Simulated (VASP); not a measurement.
# BN (P6_3/mmc) in VASP: further runs, part 2 of 3

VASP 6.6.1. The steps go on from the part before.

## Step 3: Single point, r2SCAN

This run uses another cell than the first one, of 7.75 Å³/atom.

Input file POSCAR:

```
BN
1.0
    2.4825689899      0.0000000000      0.0000000000
   -1.2412844949      2.1499678119      0.0000000000
    0.0000000000      0.0000000000      5.8043891717
B N
2 2
Direct
    0.3333333333      0.6666666667      0.2500000000
    0.6666666667      0.3333333333      0.7500000000
    0.3333333333      0.6666666667      0.7500000000
    0.6666666667      0.3333333333      0.2500000000
```

Input file INCAR.step1:

```
ALGO = Normal
EDIFF = 1E-4
ENCUT = 520
GGA = PE
ISMEAR = 0
LASPH = True
LCHARG = False
LREAL = False
LWAVE = True
NBANDS = 16
NELM = 100
PREC = Accurate
SIGMA = 0.01
```

Input file INCAR.step2:

```
ALGO = Normal
EDIFF = 1E-6
ENCUT = 520
ISIF = 2
ISMEAR = 0
ISTART = 1
LASPH = True
LCHARG = False
LMIXTAU = True
LREAL = False
LWAVE = False
METAGGA = R2SCAN
NBANDS = 16
NELM = 100
PREC = Accurate
SIGMA = 0.01
```

Input file KPOINTS:

```
k-points
0
Gamma
  10 10 4
```

Potentials or basis: VASP PAW PBE potentials, release 64 (B, N).

Run with:

```console
$ cat potpaw_PBE.64/B/POTCAR potpaw_PBE.64/N/POTCAR > POTCAR
$ cp INCAR.step1 INCAR
$ mpirun -np 1 vasp_std > vasp.out
$ cp INCAR.step2 INCAR
$ mpirun -np 1 vasp_std > vasp.out
```

OUTCAR:

```text
EDIFF = 1E-6
   ENCUT = 520
   ISIF = 2
   ISMEAR = 0
   ISTART = 1
   LASPH = True
   LREAL = False
   METAGGA = R2SCAN
   NELM = 100
   PREC = Accurate

 ion  position               nearest neighbor table
   1  0.333  0.667  0.250-   4 1.43   4 1.43   4 1.43
   2  0.667  0.333  0.750-   3 1.43   3 1.43   3 1.43
   3  0.333  0.667  0.750-   2 1.43   2 1.43   2 1.43
   4  0.667  0.333  0.250-   1 1.43   1 1.43   1 1.43

  LATTYP: Found a hexagonal cell.
 ALAT       =     2.4825689899
 C/A-ratio  =     2.3380575506

  Lattice vectors:

 A1 = (   2.4825689899,   0.0000000000,   0.0000000000)
 A2 = (  -1.2412844949,   2.1499678119,   0.0000000000)
 A3 = (   0.0000000000,   0.0000000000,   5.8043891717)

Analysis of symmetry for initial positions (statically):
=====================================================================
 Subroutine PRICEL returns:
 Original cell was already a primitive cell.

 Routine SETGRP: Setting up the symmetry group for a
 hexagonal supercell.

 Subroutine GETGRP returns: Found 24 space group operations
[... 166 lines left out ...]
  ---------------------------------------------------
  free energy    TOTEN  =       -38.44929456 eV

  energy without entropy =      -38.44929456  energy(sigma->0) =      -38.44929456

 E-fermi :   3.4907     XC(G=0): -11.7053

 val. band max:        3.3827121313   @ k =   0.3000   0.3000   0.0000
 cond. band min:       8.1737319021   @ k =   0.5000   0.0000   0.2500
 fundamental gap:      4.7910197708
 Fermi energy:         3.4906709961

 k-point     1 :       0.0000    0.0000    0.0000
  band No.  band energies     occupation
      1     -15.8623      2.00000
      2     -15.1137      2.00000
      3      -3.8981      2.00000
      4       0.0506      2.00000
      5       1.9644      2.00000
      6       1.9644      2.00000
[... 433 lines left out ...]
      3      -5.7549      2.00000
      4      -5.6064      2.00000
      5      -1.5800      2.00000
      6      -1.4172      2.00000
[... 8 lines left out ...]
     15      20.6361      0.00000
     16      24.6777      0.00000

 [... further k-points ...]
[... 5 lines left out ...]
  --------------------------------------------------------------------------------------
  -------------------------------------------------------------------------------------
  Total        2.1069561      2.1069561      1.8625436      0.0000000     -0.0000000      0.0000000
  in kB      108.9622989    108.9622989     96.3223823      0.0000000     -0.0000000      0.0000000
  external PRESSURE =     104.7489934 kB  Pullay stress =       0.0000000 kB

 VOLUME and BASIS-vectors are now :
 -----------------------------------------------------------------------------
  energy-cutoff  :      520.00
  volume of cell :       30.98
      direct lattice vectors                 reciprocal lattice vectors
     2.482568990  0.000000000  0.000000000     0.402808544  0.232561621  0.000000000
    -1.241284495  2.149967812  0.000000000     0.000000000  0.465123243  0.000000000
     0.000000000  0.000000000  5.804389172     0.000000000  0.000000000  0.172283417

 POSITION                                       TOTAL-FORCE (eV/Angst)
 -----------------------------------------------------------------------------------
     -0.00000      1.43331      1.45110        -0.000000      0.000000      0.000000
      1.24128      0.71666      4.35329         0.000000     -0.000000      0.000000
     -0.00000      1.43331      4.35329         0.000000      0.000000      0.000000
      1.24128      0.71666      1.45110         0.000000     -0.000000      0.000000
 -----------------------------------------------------------------------------------
    total drift:                               -0.000000      0.000000      0.000000

  FREE ENERGIE OF THE ION-ELECTRON SYSTEM (eV)
  ---------------------------------------------------
  free  energy   TOTEN  =       -38.4492945641 eV

  energy  without entropy=      -38.4492945641  energy(sigma->0) =      -38.44929456
```

OUTCAR.step1:

```text
EDIFF = 1E-4
   ENCUT = 520
   GGA = PE
   ISMEAR = 0
[... 687 lines left out ...]
     -0.00000      1.43331      1.45110        -0.000000      0.000000      0.000000
      1.24128      0.71666      4.35329         0.000000     -0.000000      0.000000
     -0.00000      1.43331      4.35329        -0.000000      0.000000      0.000000
      1.24128      0.71666      1.45110        -0.000000     -0.000000      0.000000
 -----------------------------------------------------------------------------------
    total drift:                               -0.000000      0.000000      0.000000

  FREE ENERGIE OF THE ION-ELECTRON SYSTEM (eV)
  ---------------------------------------------------
  free  energy   TOTEN  =       -34.9366512195 eV

  energy  without entropy=      -34.9366512195  energy(sigma->0) =      -34.93665122
```

Run time: 38 s. Hardware: 1 thread of Intel Xeon 6975P-C (Granite Rapids), shared host; peak memory 0.14 GiB.

What came out:

```yaml
Free_energy: -38.4493 eV
Pressure: 10.5 GPa
Band_gap_on_the_k_mesh: 4.79 eV (least direct gap 5.01 eV)
```

Caveat: the cell stands under pressure; the PAW data sets were made with another functional, which shifts forces and pressure a little.

## Step 4: Single point, r2SCAN

This run uses another cell than the first one, of 8.01 Å³/atom.

Input file POSCAR:

```
BN
1.0
    2.4874549356      0.0000000000      0.0000000000
   -1.2437274678      2.1541991650      0.0000000000
    0.0000000000      0.0000000000      5.9797150370
B N
2 2
Direct
    0.3333333333      0.6666666667      0.2500000000
    0.6666666667      0.3333333333      0.7500000000
    0.3333333333      0.6666666667      0.7500000000
    0.6666666667      0.3333333333      0.2500000000
```

Input file INCAR.step1:

```
SYSTEM = BN
PREC = Accurate ; ENCUT = 520
ISMEAR = 0 ; SIGMA = 0.01
LREAL = .False. ; LASPH = .True.
NELM = 60 ; NBANDS = 16
GGA = PE ; ALGO = Normal
EDIFF = 1E-4 ; LWAVE = .True.
LCHARG = .False.
```

Input file INCAR.step2:

```
SYSTEM = BN
PREC = Accurate ; ENCUT = 520
EDIFF = 1E-7 ; ISMEAR = 0
SIGMA = 0.01 ; LREAL = .False.
LASPH = .True. ; NELM = 60
ALGO = Normal ; ISIF = 2
LWAVE = .False. ; LCHARG = .False.
METAGGA = R2SCAN ; LMIXTAU = .True.
NBANDS = 16 ; ISTART = 1
```

Input file KPOINTS:

```
regular mesh
0
Gamma
  10 10 4
  0 0 0
```

Potentials or basis: VASP PAW PBE potentials, release 64 (B, N).

Run with:

```console
$ cat potpaw_PBE.64/B/POTCAR potpaw_PBE.64/N/POTCAR > POTCAR
$ cp INCAR.step1 INCAR
$ mpirun -np 1 vasp_std > vasp.out
$ cp INCAR.step2 INCAR
$ mpirun -np 1 vasp_std > vasp.out
```

OUTCAR:

```text
SYSTEM = BN
   PREC = Accurate
   ENCUT = 520
   EDIFF = 1E-7
   ISMEAR = 0
   LREAL = .False.
   LASPH = .True.
   NELM = 60
   ISIF = 2
   METAGGA = R2SCAN
   ISTART = 1

 ion  position               nearest neighbor table
   1  0.333  0.667  0.250-   4 1.44   4 1.44   4 1.44
   2  0.667  0.333  0.750-   3 1.44   3 1.44   3 1.44
   3  0.333  0.667  0.750-   2 1.44   2 1.44   2 1.44
   4  0.667  0.333  0.250-   1 1.44   1 1.44   1 1.44

  LATTYP: Found a hexagonal cell.
 ALAT       =     2.4874549356
 C/A-ratio  =     2.4039490933

  Lattice vectors:

 A1 = (   2.4874549356,   0.0000000000,   0.0000000000)
 A2 = (  -1.2437274678,   2.1541991650,   0.0000000000)
 A3 = (   0.0000000000,   0.0000000000,   5.9797150370)

Analysis of symmetry for initial positions (statically):
=====================================================================
 Subroutine PRICEL returns:
 Original cell was already a primitive cell.

 Routine SETGRP: Setting up the symmetry group for a
 hexagonal supercell.

 Subroutine GETGRP returns: Found 24 space group operations
 (whereof 12 operations were pure point group operations)
 out of a pool of 24 trial point group operations.

The static configuration has the point symmetry D_3d.
 The point group associated with its full space group is D_6h.

Analysis of symmetry for dynamics (positions and initial velocities):
=====================================================================
 Subroutine PRICEL returns:
 Original cell was already a primitive cell.

 Routine SETGRP: Setting up the symmetry group for a
 hexagonal supercell.

 Subroutine GETGRP returns: Found 24 space group operations
 (whereof 12 operations were pure point group operations)
 out of a pool of 24 trial point group operations.

The dynamic configuration has the point symmetry D_3d.
 The point group associated with its full space group is D_6h.

 Subroutine INISYM returns: Found 24 space group operations
 (whereof 12 operations are pure point group operations),
 and found     1 'primitive' translations

----------------------------------------------------------------------------------------

                                     Primitive cell

  volume of cell :      32.0421

  direct lattice vectors                    reciprocal lattice vectors
     2.487454936  0.000000000  0.000000000     0.402017333  0.232104816  0.000000000
    -1.243727468  2.154199165  0.000000000     0.000000000  0.464209631  0.000000000
     0.000000000  0.000000000  5.979715037     0.000000000  0.000000000  0.167232049

  length of vectors
     2.487454936  2.487454936  5.979715037     0.464209631  0.464209631  0.167232049

  position of ions in fractional coordinates (direct lattice)
     0.333333333  0.666666667  0.250000000
     0.666666667  0.333333333  0.750000000
     0.333333333  0.666666667  0.750000000
     0.666666667  0.333333333  0.250000000

  ion indices of the primitive-cell ions
   primitive index   ion index
                 1           1
                 2           2
                 3           3
                 4           4

----------------------------------------------------------------------------------------

 KPOINTS: regular mesh

Automatic generation of k-mesh.
 Grid dimensions read from file:
 generate k-points for:   10   10    4

 Generating k-lattice:

  Cartesian coordinates                     Fractional coordinates (reciprocal lattice)
     0.040201733  0.023210482  0.000000000     0.100000000  0.000000000  0.000000000
     0.000000000  0.046420963  0.000000000     0.000000000  0.100000000  0.000000000
     0.000000000  0.000000000  0.041808012     0.000000000  0.000000000  0.250000000

  Length of vectors
     0.046420963  0.046420963  0.041808012

  Shift w.r.t. Gamma in fractional coordinates (k-lattice)
     0.000000000  0.000000000  0.000000000

 Subroutine IBZKPT returns following result:
 ===========================================

 Found     42 irreducible k-points:

 Following reciprocal coordinates:
            Coordinates               Weight
  0.000000  0.000000  0.000000      1.000000
  0.100000  0.000000  0.000000      6.000000
  0.200000  0.000000  0.000000      6.000000
  0.300000  0.000000  0.000000      6.000000
  0.400000  0.000000  0.000000      6.000000
  0.500000  0.000000  0.000000      3.000000
[... 16 lines left out ...]
  0.300000  0.100000  0.250000     24.000000
  0.400000  0.100000  0.250000     24.000000
 [... further k-points ...]
   k-points           NKPTS =     42   k-points in BZ     NKDIM =     42   number of bands    NBANDS=     16
   number of dos      NEDOS =    301   number of ions     NIONS =      4
   total plane-waves  NPLWV =  19200
   dimension x,y,z NGX =    20 NGY =   20 NGZ =   48
   dimension x,y,z NGXF=    40 NGYF=   40 NGZF=   96
   ions per type =               2   2
   NGX,Y,Z   is equivalent  to a cutoff of  13.37, 13.37, 13.34 a.u.
   NGXF,Y,Z  is equivalent  to a cutoff of  26.73, 26.73, 26.69 a.u.
 SYSTEM =  BN
   PREC   = accura    normal or accurate (medium, high low for compatibility)
   ISTART =      1    job   : 0-new  1-cont  2-samecut
   ICHARG =      0    charge: 1-file 2-atom 10-const
   ISPIN  =      1    spin polarized calculation?
   LNONCOLLINEAR =      F non collinear calculations
   LSORBIT =      F    spin-orbit coupling
   LASPH  =      T    aspherical Exc in radial PAW
   ENCUT  =  520.0 eV  38.22 Ry    6.18 a.u.   4.63  4.63 11.12*2*pi/ulx,y,z
   NELM   =     60;   NELMIN=  2; NELMDL=  0     # of ELM steps
   EDIFF  = 0.1E-06   stopping-criterion for ELM
   LREAL  =      F    real-space projection
   EDIFFG = 0.1E-05   stopping-criterion for IOM
   NSW    =      0    number of steps for IOM
   IBRION =     -1    ionic relax: 0-MD 1-quasi-New 2-CG
   NFREE  =      0    steps in history (QN), initial steepest desc. (CG)
   ISIF   =      2    stress and relaxation
   ISYM   =      2    0-nonsym 1-usesym 2-fastsym
   POTIM  = 0.5000    time-step for ionic-motion
   TEBEG  =    0.0;   TEEND  =   0.0 temperature during run
   PSTRESS=    0.0 pullay stress
   NELECT =      16.0000    total number of electrons
   NUPDOWN=      -1.0000    fix difference up-down
   EMIN   =  10.00;   EMAX   =-10.00  energy-range for DOS
   EFERMI =   0.00;   METHOD = LEGACY
   ISMEAR =     0;   SIGMA  =   0.01  broadening in eV -4-tet -1-fermi 0-gaus
   EFERMI_NEDOS =   21; number of points for ismear=-14 and -15
   IALGO  =     38    algorithm
   IMIX   =      4    mixing-type and parameters
     AMIX     =   0.40;   BMIX     =  1.00
     AMIX_MAG =   1.60;   BMIX_MAG =  1.00
  volume/ion in A,a.u.               =       8.01        54.06
  Fermi-wavevector in a.u.,A,eV,Ry     =   1.298796  2.454369 22.951277  1.686871
  Thomas-Fermi vector in A             =   2.430101
   LORBIT       =      0    0 simple, 1 ext, 2 COOP (PROOUT), +10 PAW based schemes
   METAGGA = R2SCAN    functional components
   LHFCALC =     F    Hartree Fock is set to
   AEXX    =    0.0000 exact exchange contribution
   IVDW    =     0    specifies the selected vdW correction
   LEPSILON=     F    determine dielectric tensor
   LRPA    =     F    only Hartree local field effects (RPA)
 non-spin polarized calculation
 Gauss-broadening in eV      SIGMA  =   0.01
  energy-cutoff  :      520.00
  volume of cell :       32.04
 maximum number of plane-waves:       878
 NGX is ok and might be reduce to    20
   NGX =  9   NGY =  9   NGZ = 23

 number of electron      15.9999999 magnetization

 Free energy of the ion-electron system (eV)
  ---------------------------------------------------
  ext. energy  EPLUGINS =         0.00000000
  ---------------------------------------------------
  free energy    TOTEN  =       -38.50622199 eV

  energy without entropy =      -38.50622199  energy(sigma->0) =      -38.50622199

 E-fermi :   3.1404     XC(G=0): -11.4911

 val. band max:        3.0880152648   @ k =   0.3000   0.3000   0.0000
 cond. band min:       7.8454587857   @ k =   0.5000   0.0000   0.0000
 fundamental gap:      4.7574435209
 Fermi energy:         3.1404038290

 k-point     1 :       0.0000    0.0000    0.0000
  band No.  band energies     occupation
      1     -16.0642      2.00000
      2     -15.4492      2.00000
      3      -3.9956      2.00000
      4      -0.5043      2.00000
      5       1.6624      2.00000
      6       1.6624      2.00000
[... 8 lines left out ...]
     15      16.8711      0.00000
     16      17.6050      0.00000
[... 420 lines left out ...]
  band No.  band energies     occupation
      1     -12.6436      2.00000
      2     -12.4818      2.00000
      3      -6.0197      2.00000
      4      -5.8989      2.00000
      5      -1.8587      2.00000
      6      -1.7301      2.00000
[... 8 lines left out ...]
     15      20.0399      0.00000
     16      24.0934      0.00000

 [... further k-points ...]
[... 5 lines left out ...]
  --------------------------------------------------------------------------------------
  -------------------------------------------------------------------------------------
  Total        1.5732557      1.5732557      1.3335249      0.0000000      0.0000000      0.0000000
  in kB       78.6662286     78.6662286     66.6791622      0.0000000      0.0000000      0.0000000
  external PRESSURE =      74.6705398 kB  Pullay stress =       0.0000000 kB

 VOLUME and BASIS-vectors are now :
 -----------------------------------------------------------------------------
  energy-cutoff  :      520.00
  volume of cell :       32.04
      direct lattice vectors                 reciprocal lattice vectors
     2.487454936  0.000000000  0.000000000     0.402017333  0.232104816  0.000000000
    -1.243727468  2.154199165  0.000000000     0.000000000  0.464209631  0.000000000
     0.000000000  0.000000000  5.979715037     0.000000000  0.000000000  0.167232049

 POSITION                                       TOTAL-FORCE (eV/Angst)
 -----------------------------------------------------------------------------------
     -0.00000      1.43613      1.49493         0.000000      0.000000      0.000000
      1.24373      0.71807      4.48479         0.000000     -0.000000      0.000000
     -0.00000      1.43613      4.48479        -0.000000      0.000000      0.000000
      1.24373      0.71807      1.49493         0.000000     -0.000000      0.000000
 -----------------------------------------------------------------------------------
    total drift:                               -0.000000      0.000000      0.000000

  FREE ENERGIE OF THE ION-ELECTRON SYSTEM (eV)
  ---------------------------------------------------
  free  energy   TOTEN  =       -38.5062219893 eV

  energy  without entropy=      -38.5062219893  energy(sigma->0) =      -38.50622199
```

Run time: 52 s. Hardware: 1 thread of Intel Xeon 6975P-C (Granite Rapids), shared host; peak memory 0.15 GiB.

Results:

```yaml
Free_energy: -38.5062 eV
Pressure: 7.5 GPa
Band_gap_on_the_k_mesh: 4.76 eV (least direct gap 5.04 eV)
```

Stress tensor (GPa, compression positive):
```
7.87 0.00 0.00
0.00 7.87 0.00
0.00 0.00 6.67
```

Caveat: the cell stands under pressure; the PAW data sets were made with another functional, which shifts forces and pressure a little. A k mesh can miss the band edges.

[end of part 2 of 3]
